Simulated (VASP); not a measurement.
Set up this calculation in VASP 6.6.1, as the native input.

| Item | Value |
| --- | --- |
| Task | single point |
| Functional | LDA |
| Potentials or basis | VASP PAW LDA potentials, release 64 (Ga_d, Sb) |
| Cutoff | 520 eV |
| k mesh | 10 × 10 × 10 |
| Occupations | gaussian, width 0.15 eV |
| Spin | no spin polarisation |
| Dipole correction | no |
| Further INCAR settings | ALGO = Normal; EDIFF = 1e-06; NBANDS = 22 |

The structure of GaSb3 lies in POSCAR:

```
GaSb3
1.0
    0.0000000000      3.5894014857      3.7864596272
    3.5894014857      0.0000000000      3.7864596272
    3.5894014857      3.5894014857      0.0000000000
Ga Sb
1 3
Direct
    0.0000000000      0.0000000000      0.0000000000
    0.2500000000      0.2500000000      0.2500000000
    0.7500000000      0.7500000000      0.7500000000
    0.5000000000      0.5000000000      0.5000000000
```

This cell differs from its parent crystal: volume 24.392 Å^3 an atom, c/a of the conventional cell 1.0549.

The input as run:

INCAR

```
PREC = Accurate
ENCUT = 520
EDIFF = 1E-6
ISMEAR = 0
SIGMA = 0.15
LREAL = F
LASPH = T
NELM = 100
ALGO = Normal
ISIF = 2
LWAVE = F
LCHARG = F
GGA = CA
NBANDS = 22
```

KPOINTS

```
Automatic mesh
0
Gamma
  10 10 10
```

Potentials or basis: VASP PAW LDA potentials, release 64 (Ga_d, Sb).

Launch:

```bash
$ cat potpaw_LDA.64/Ga_d/POTCAR potpaw_LDA.64/Sb/POTCAR > POTCAR
$ mpirun -np 1 vasp_std > vasp.out
```

Results of the run:

| Item | Value |
| --- | --- |
| Pressure | -1.4 GPa |
| Band gap on the k mesh | zero (band 14 reaches 9.85 eV, above the bottom of band 15 at 5.59 eV) |

Caveat: spin-orbit coupling is left out, which moves the levels of the heavy elements.

Run time: 2.7 min on 1 thread of AMD EPYC 9R45 (Zen 5), on a shared host, peak memory 0.31 GiB.
